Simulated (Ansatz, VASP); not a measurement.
**CdSe: VASP beside Ansatz**

```xyz
2
Lattice="0.0000 3.0703 3.0703 3.0703 0.0000 3.0703 3.0703 3.0703 0.0000" Properties=species:S:1:pos:R:3 pbc="T T T"
Cd    0.0000    0.0000    0.0000
Se    4.6054    4.6054    4.6054
```

Alike in both runs: task relaxation of cell and atoms; functional LDA; k mesh 14 × 14 × 14; occupations fermi-dirac, width 0.1 eV; no spin polarisation.

|  | VASP | Ansatz |
| --- | --- | --- |
| version | VASP 6.6.1 | Ansatz 0.2.0 |
| potentials or method | VASP PAW LDA potentials, release 64 (Cd, Se) | PAW with Ansatz's default frozen-core files, scalar-relativistic |
| plane-wave cutoff (eV) | 600 | 420 |
| valence electrons in the cell | 18 | 36 |

```csv
,VASP,Ansatz,Ansatz less VASP
relaxed volume (Å³/atom),27.31,27.11,-0.203
relaxed length of the cell vector where the two differ most in proportion (Å),4.259,4.248,-0.0106
```

LDA's correlation is that of Perdew and Zunger in VASP and of Perdew and Wang (1992) in Ansatz. VASP's potentials hold 18 valence electrons a cell and Ansatz's 36, so a difference there can come from the potentials and not from the codes.
